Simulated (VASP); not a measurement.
# Nb3Sn (Pm-3n) in VASP: relaxation of cell and atoms with PBE

Aim: the relaxation of cell and atoms of Nb3Sn with PBE.

Everything below comes from runs of VASP 6.6.1. Logs are shortened: lines on timing, memory, paths and dates and some standing lists are left out, and cuts for length are marked.

### 1 The cell of the first run

It takes space group Pm-3n (No. 223, cubic). The conventional cell has a = 5.282 Å, b = 5.282 Å, c = 5.282 Å, α = 90.00°, β = 90.00°, γ = 90.00°. Within 3.5 Å of Nb (site symmetry -4m2) lie 10 Nb at 2.64 to 3.23 Å and 4 Sn at 2.95 Å. Within 3.9 Å of Sn (site symmetry m-3) lie 12 Nb at 2.95 Å.

### 2 Relaxation of cell and atoms, PBE

Contents of INCAR:

```
PREC = Accurate ; ENCUT = 500
EDIFF = 1E-7 ; ISMEAR = 0
SIGMA = 0.3 ; LREAL = F
LASPH = T ; NELM = 120
ALGO = Normal ; ISIF = 3
LWAVE = F ; LCHARG = F
GGA = PE ; IBRION = 2
NSW = 100 ; EDIFFG = -0.002
GGA_COMPAT = F ; NELMIN = 4
```

Contents of KPOINTS:

```
regular mesh
0
Gamma
  8 8 8
```

Contents of POSCAR:

```
Nb3Sn
1.0
    5.2821000000      0.0000000000      0.0000000000
    0.0000000000      5.2821000000      0.0000000000
    0.0000000000      0.0000000000      5.2821000000
Nb Sn
6 2
Direct
    0.2500000000      0.0000000000      0.5000000000
    0.5000000000      0.7500000000      0.0000000000
    0.7500000000      0.0000000000      0.5000000000
    0.5000000000      0.2500000000      0.0000000000
    0.0000000000      0.5000000000      0.7500000000
    0.0000000000      0.5000000000      0.2500000000
    0.0000000000      0.0000000000      0.0000000000
    0.5000000000      0.5000000000      0.5000000000
```

Potentials or basis: VASP PAW PBE potentials, release 64 (Nb_sv, Sn_d).

Launch:

```bash
$ cat potpaw_PBE.64/Nb_sv/POTCAR potpaw_PBE.64/Sn_d/POTCAR > POTCAR
$ mpirun -np 1 vasp_std > vasp.out
```

OUTCAR:

```text
PREC = Accurate
   ENCUT = 500
   EDIFF = 1E-7
   ISMEAR = 0
   LREAL = F
   LASPH = T
   NELM = 120
   ISIF = 3
   GGA = PE
   IBRION = 2
   NSW = 100
   EDIFFG = -0.002
   NELMIN = 4

 ion  position               nearest neighbor table
   1  0.250  0.000  0.500-   3 2.64   3 2.64   8 2.95   7 2.95   8 2.95   7 2.95
   2  0.500  0.750  0.000-   4 2.64   4 2.64   8 2.95   8 2.95   7 2.95   7 2.95
   3  0.750  0.000  0.500-   1 2.64   1 2.64   8 2.95   7 2.95   8 2.95   7 2.95
   4  0.500  0.250  0.000-   2 2.64   2 2.64   8 2.95   8 2.95   7 2.95   7 2.95
   5  0.000  0.500  0.750-   6 2.64   6 2.64   8 2.95   7 2.95   7 2.95   8 2.95
   6  0.000  0.500  0.250-   5 2.64   5 2.64   8 2.95   7 2.95   7 2.95   8 2.95
   7  0.000  0.000  0.000-   1 2.95   2 2.95   3 2.95   4 2.95   5 2.95   6 2.95   1 2.95   3 2.95
                             5 2.95   6 2.95   2 2.95   4 2.95
   8  0.500  0.500  0.500-   1 2.95   2 2.95   3 2.95   4 2.95   5 2.95   6 2.95   2 2.95   4 2.95
                             1 2.95   3 2.95   5 2.95   6 2.95

  LATTYP: Found a simple cubic cell.
 ALAT       =     5.2821000000

  Lattice vectors:

 A1 = (   5.2821000000,   0.0000000000,   0.0000000000)
 A2 = (   0.0000000000,   5.2821000000,   0.0000000000)
 A3 = (   0.0000000000,   0.0000000000,   5.2821000000)

Analysis of symmetry for initial positions (statically):
=====================================================================
 Subroutine PRICEL returns:
 Original cell was already a primitive cell.

 Routine SETGRP: Setting up the symmetry group for a
 simple cubic supercell.

 Subroutine GETGRP returns: Found 48 space group operations
 (whereof 24 operations were pure point group operations)
 out of a pool of 48 trial point group operations.

The static configuration has the point symmetry T_h .
 The point group associated with its full space group is O_h .

Analysis of symmetry for dynamics (positions and initial velocities):
=====================================================================
 Subroutine PRICEL returns:
 Original cell was already a primitive cell.

 Routine SETGRP: Setting up the symmetry group for a
 simple cubic supercell.

 Subroutine GETGRP returns: Found 48 space group operations
 (whereof 24 operations were pure point group operations)
 out of a pool of 48 trial point group operations.

The dynamic configuration has the point symmetry T_h .
 The point group associated with its full space group is O_h .

 Subroutine INISYM returns: Found 48 space group operations
 (whereof 24 operations are pure point group operations),
[... 132 lines left out ...]
   LORBIT       =      0    0 simple, 1 ext, 2 COOP (PROOUT), +10 PAW based schemes
   GGA     = PE    functional components
   LHFCALC =     F    Hartree Fock is set to
   AEXX    =    0.0000 exact exchange contribution
   IVDW    =     0    specifies the selected vdW correction
   LEPSILON=     F    determine dielectric tensor
   LRPA    =     F    only Hartree local field effects (RPA)
 conjugate gradient relaxation of ions
 non-spin polarized calculation
 Gauss-broadening in eV      SIGMA  =   0.30
  energy-cutoff  :      500.00
  volume of cell :      147.37
 maximum number of plane-waves:      3783
 NGX is ok and might be reduce to    40
   NGX = 19   NGY = 19   NGZ = 19

--------------------------------------- Ionic step        1  -------------------------------------------

 number of electron     106.0000022 magnetization

 Free energy of the ion-electron system (eV)
  ---------------------------------------------------
  ext. energy  EPLUGINS =         0.00000000
  ---------------------------------------------------
  free energy    TOTEN  =       -70.58106622 eV

  energy without entropy =      -70.15078415  energy(sigma->0) =      -70.36592519

------------------------ aborting loop because EDIFF is reached ----------------------------------------

  FORCE on cell =-STRESS in cart. coord.  units (eV):
  Direction    XX          YY          ZZ          XY          YZ          ZX
  --------------------------------------------------------------------------------------
  -------------------------------------------------------------------------------------
  Total        3.1587399      3.1587399      3.1587399     -0.0000000      0.0000000      0.0000000
  in kB       34.3403402     34.3403402     34.3403402     -0.0000000      0.0000000      0.0000000
  external PRESSURE =      34.3403402 kB  Pullay stress =       0.0000000 kB
[... 107 lines left out ...]
  FREE ENERGIE OF THE ION-ELECTRON SYSTEM (eV)
  ---------------------------------------------------
  free  energy   TOTEN  =       -70.6126367957 eV

  energy  without entropy=      -70.1767994368  energy(sigma->0) =      -70.39471812

[... ionic steps 4 to 13 ...]

--------------------------------------- Ionic step       14  -------------------------------------------

 number of electron     106.0000036 magnetization

------------------------ aborting loop because EDIFF is reached ----------------------------------------
[... 79 lines left out ...]
--------------------------------------- Ionic step       16  -------------------------------------------

 number of electron     106.0000036 magnetization

 Free energy of the ion-electron system (eV)
  ---------------------------------------------------
  ext. energy  EPLUGINS =         0.00000000
  ---------------------------------------------------
  free energy    TOTEN  =       -70.61264075 eV

  energy without entropy =      -70.17688242  energy(sigma->0) =      -70.39476159

 E-fermi :  11.2087     XC(G=0): -12.2617

 val. band max:       11.2058113139   @ k =   0.5000   0.3750   0.2500
 cond. band min:      11.2117549012   @ k =   0.5000   0.3750   0.3750
 fundamental gap:      0.0059435873
 Fermi energy:        11.2086797718

 k-point     1 :       0.0000    0.0000    0.0000
  band No.  band energies     occupation
      1     -43.4279      2.00000
      2     -43.3612      2.00000
      3     -43.3612      2.00000
      4     -43.1539      2.00000
      5     -43.1539      2.00000
      6     -43.1539      2.00000
[... 1573 lines left out ...]
     62      13.6902      0.00000
     63      13.7779      0.00000

 [... further k-points ...]

------------------------ aborting loop because EDIFF is reached ----------------------------------------

  FORCE on cell =-STRESS in cart. coord.  units (eV):
  Direction    XX          YY          ZZ          XY          YZ          ZX
  --------------------------------------------------------------------------------------
  -------------------------------------------------------------------------------------
  Total        0.0115005      0.0115005      0.0115005     -0.0000000      0.0000000      0.0000000
  in kB        0.1225421      0.1225421      0.1225421     -0.0000000      0.0000000      0.0000000
  external PRESSURE =       0.1225421 kB  Pullay stress =       0.0000000 kB
[... 23 lines left out ...]
  FREE ENERGIE OF THE ION-ELECTRON SYSTEM (eV)
  ---------------------------------------------------
  free  energy   TOTEN  =       -70.6126407499 eV

  energy  without entropy=      -70.1768824219  energy(sigma->0) =      -70.39476159

 reached required accuracy - stopping structural energy minimisation
```

CONTCAR:

```text
Nb3Sn
   1.00000000000000
     5.3175783914327779   -0.0000000000000000    0.0000000000000000
    -0.0000000000000000    5.3175783914327779   -0.0000000000000000
     0.0000000000000000   -0.0000000000000000    5.3175783914327779
  Nb              Sn
     6     2
Direct
     0.2500000000000000    0.0000000000000000    0.5000000000000000
     0.5000000000000000    0.7500000000000000    0.0000000000000000
     0.7500000000000000    0.0000000000000000    0.5000000000000000
     0.5000000000000000    0.2500000000000000    0.0000000000000000
     0.0000000000000000    0.5000000000000000    0.7500000000000000
     0.0000000000000000    0.5000000000000000    0.2500000000000000
     0.0000000000000000    0.0000000000000000    0.0000000000000000
     0.5000000000000000    0.5000000000000000    0.5000000000000000

  0.00000000E+00  0.00000000E+00  0.00000000E+00
  0.00000000E+00  0.00000000E+00  0.00000000E+00
  0.00000000E+00  0.00000000E+00  0.00000000E+00
  0.00000000E+00  0.00000000E+00  0.00000000E+00
  0.00000000E+00  0.00000000E+00  0.00000000E+00
  0.00000000E+00  0.00000000E+00  0.00000000E+00
  0.00000000E+00  0.00000000E+00  0.00000000E+00
  0.00000000E+00  0.00000000E+00  0.00000000E+00
```

Wall time 57 min (1 thread of Intel Xeon 8259CL, shared host); peak memory 0.4 GiB.

Results:

| Quantity | Value |
| --- | --- |
| Free energy | -70.6126 eV |
| Relaxed volume | 18.80 Å³/atom |
| Relaxed cell | a = 5.318 Å, b = 5.318 Å, c = 5.318 Å, α = 90.00°, β = 90.00°, γ = 90.00° |
| Space group after relaxing (to 0.1 Å) | Pm-3n (No. 223) |
| Energy gained by relaxing | 3.9 meV/atom |
| Ionic steps | 16 |
| Pressure after relaxing | 0.0 GPa |
| Band gap on the k mesh | zero (bands 53 and 54 overlap by 0.56 eV) |

Step by step:
| step | energy change (eV) | largest force (eV/Å) | pressure (GPa) | volume (Å³) |
| --- | --- | --- | --- | --- |
| 1 | 0.0000 | 0.0000 | 3.43 | 147.37 |
| 2 | 0.0676 | 0.0000 | -5.51 | 155.96 |
| 3 | -0.0316 | 0.0000 | -0.04 | 150.41 |
| 4 | -0.0316 | 0.0000 | 0.03 | 150.35 |
| 5 | -0.0316 | 0.0000 | 0.03 | 150.35 |
| 6 | -0.0316 | 0.0000 | 0.03 | 150.35 |
| 7 | -0.0316 | 0.0000 | 0.03 | 150.35 |
| 8 | -0.0316 | 0.0000 | 0.03 | 150.35 |
| 9 | -0.0316 | 0.0000 | 0.03 | 150.35 |
| 10 | -0.0316 | 0.0000 | 0.03 | 150.35 |
| 11 | -0.0316 | 0.0000 | 0.03 | 150.35 |
| 12 | -0.0316 | 0.0000 | 0.03 | 150.35 |
| 13 | -0.0316 | 0.0000 | 0.03 | 150.35 |
| 14 | -0.0316 | 0.0000 | 0.03 | 150.35 |
| 15 | -0.0316 | 0.0000 | 0.02 | 150.36 |
| 16 | -0.0316 | 0.0000 | 0.01 | 150.36 |

Final structure:
```
Nb Sn
1.0
     5.31758    0.00000    0.00000
     0.00000    5.31758    0.00000
     0.00000    0.00000    5.31758
Nb Sn
6 2
Direct
  0.25000 0.00000 0.50000
  0.50000 0.75000 0.00000
  0.75000 0.00000 0.50000
  0.50000 0.25000 0.00000
  0.00000 0.50000 0.75000
  0.00000 0.50000 0.25000
  0.00000 0.00000 0.00000
  0.50000 0.50000 0.50000
```

Caveat: so wide a smearing shifts energies and pressures; spin-orbit coupling is left out, which moves the levels of the heavy elements.
